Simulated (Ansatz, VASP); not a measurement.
# One calculation of Al, two programs

INCAR

```
SYSTEM = Al
ALGO = Fast
EDIFF = 1E-7
ENCUT = 520
GGA = PS
ISIF = 2
ISMEAR = 0
LASPH = .TRUE.
LCHARG = .FALSE.
LREAL = .FALSE.
LWAVE = .FALSE.
NBANDS = 22
NELM = 60
PREC = Accurate
SIGMA = 0.15
```

Contents of KPOINTS:

```
k-points
0
G
  10 10 10
  0 0 0
```

File POSCAR:

```
Al
1.0
    3.2126361663      3.2126361663      3.2126361663
   -3.2126361663     -3.2126361663      3.2126361663
    3.2126361663     -3.2126361663     -3.2126361663
Al
8
Direct
   -0.1092560694      0.5728373796      0.4635813102
    0.0000000000      0.0000000000      0.5000000000
    0.0000000000      0.5000000000      0.0000000000
    0.0000000000      0.0000000000      0.0000000000
    0.5000000000      0.5000000000      0.5000000000
    0.5000000000      0.0000000000      0.5000000000
    0.5000000000      0.5000000000      0.0000000000
    0.5000000000      0.0000000000      0.0000000000
```

Input for Ansatz:

```yaml
crystal:
  lattice:
    - [3.2126361663, 3.2126361663, 3.2126361663]
    - [-3.2126361663, -3.2126361663, 3.2126361663]
    - [3.2126361663, -3.2126361663, -3.2126361663]
  atoms:
    - { symbol: Al, position: [-0.1092560694, 0.5728373796, 0.4635813102] }
    - { symbol: Al, position: [0.0, 0.0, 0.5] }
    - { symbol: Al, position: [0.0, 0.5, 0.0] }
    - { symbol: Al, position: [0.0, 0.0, 0.0] }
    - { symbol: Al, position: [0.5, 0.5, 0.5] }
    - { symbol: Al, position: [0.5, 0.0, 0.5] }
    - { symbol: Al, position: [0.5, 0.5, 0.0] }
    - { symbol: Al, position: [0.5, 0.0, 0.0] }
basis:
  ecutwfc: 420
kpoints:
  mp_grid: { grid: [10, 10, 10] }
hamiltonian:
  xc: pbesol
  pseudopotentials: { kind: paw, azcp: { folder: soft_1 } }
scf:
  occupations: { method: gaussian, width: 0.15 }
output:
  forces: true
  stress: true
  eigenvalues: true
```

Alike in both runs: task single point; functional PBEsol; k mesh 10 × 10 × 10; occupations gaussian, width 0.15 eV; no spin polarisation.

```csv
,VASP,Ansatz
version,VASP 6.6.1,Ansatz 0.2.0
potentials or method,"VASP PAW PBE potentials, release 64 (Al), cutoff 520 eV","scalar-relativistic, plane waves, PAW"
valence electrons in the cell,24,24
```

Ansatz gave:

```
gap on the k mesh at the Fermi level (eV)                     : none
pressure (GPa)                                                : 7.0
traceless stress, the component that is largest in VASP (GPa) : 4.69
rms of the force components (eV/Å)                            : 1.889
```

Question: What did VASP give for the same quantities?

Answer: gap on the k mesh at the Fermi level (eV): none; pressure (GPa): 7.1; traceless stress, the component that is largest in VASP (GPa): 4.71; rms of the force components (eV/Å): 1.899.

VASP's potentials were made for PBE, not for PBEsol, and Ansatz warns of the same on its side. Atom by atom the forces differ by 0.010 eV/Å (rms over components). A gap of «none» marks a metal or a gap that the smearing closes.
